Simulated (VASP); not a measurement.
A run of VASP 6.6.1 is set up as follows.

Contents of INCAR:

```
PREC = Accurate
ENCUT = 600
EDIFF = 1E-6
ISMEAR = -1
SIGMA = 0.05
LREAL = False
LASPH = True
NELM = 120
ALGO = Normal
ISIF = 2
LWAVE = False
LCHARG = False
NBANDS = 12
GGA_COMPAT = False
```

Contents of KPOINTS:

```
Automatic mesh
0
Gamma
  13 13 13
```

File POSCAR:

```
Cu
1.0
    0.0000000000      1.7706018915      1.7706018915
    1.7706018915      0.0000000000      1.7706018915
    1.7706018915      1.7706018915      0.0000000000
Cu
1
Direct
    0.0000000000      0.0000000000      0.0000000000
```

Potentials or basis: VASP PAW LDA potentials, release 64 (Cu).

Run with:

```bash
$ cat potpaw_LDA.64/Cu/POTCAR > POTCAR
$ mpirun -np 1 vasp_std > vasp.out
```

Predict the pressure.

-2.7 GPa.
